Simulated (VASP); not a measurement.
Here is a VASP 6.6.1 calculation.

POSCAR

```
W
1.0
   -1.5848038465      1.5848038465      1.5848038465
    1.5848038465     -1.5848038465      1.5848038465
    1.5848038465      1.5848038465     -1.5848038465
W
1
Direct
    0.0000000000      0.0000000000      0.0000000000
```

The input INCAR.step1:

```
PREC     = Accurate       # precision mode
ENCUT    = 520            # plane-wave cutoff, eV
ISMEAR   = 1              # smearing method
SIGMA    = 0.01           # smearing width, eV
LREAL    = False          # projectors in reciprocal space
LASPH    = True           # aspherical terms in the spheres
NELM     = 80             # most SCF steps
NBANDS   = 13             # bands
GGA      = PE             # functional
ALGO     = Normal         # electronic algorithm
EDIFF    = 1E-4           # SCF threshold, eV
LWAVE    = True           # write WAVECAR
LCHARG   = False          # write CHGCAR
```

The input INCAR.step2:

```
PREC     = Accurate       # precision mode
ENCUT    = 520            # plane-wave cutoff, eV
EDIFF    = 1E-7           # SCF threshold, eV
ISMEAR   = 1              # smearing method
SIGMA    = 0.01           # smearing width, eV
LREAL    = False          # projectors in reciprocal space
LASPH    = True           # aspherical terms in the spheres
NELM     = 80             # most SCF steps
ALGO     = Normal         # electronic algorithm
ISIF     = 2              # what is computed and relaxed
LWAVE    = False          # write WAVECAR
LCHARG   = False          # write CHGCAR
METAGGA  = R2SCAN         # meta-GGA
LMIXTAU  = True         
NBANDS   = 13             # bands
ISTART   = 1
```

KPOINTS

```
Automatic mesh
0
Gamma
  14 14 14
```

Potentials or basis: VASP PAW PBE potentials, release 64 (W_sv).

The run is started by

```sh
$ cat potpaw_PBE.64/W_sv/POTCAR > POTCAR
$ cp INCAR.step1 INCAR
$ mpirun -np 1 vasp_std > vasp.out
$ cp INCAR.step2 INCAR
$ mpirun -np 1 vasp_std > vasp.out
```

Question: Predict the band gap on the k mesh.

Answer: Zero (bands 7 and 8 overlap by 6.58 eV).

Question: What does it give for the pressure?

Answer: 1.4 GPa.

Caveat: the PAW data sets were made with another functional, which shifts forces and pressure a little; spin-orbit coupling is left out, which moves the levels of the heavy elements.
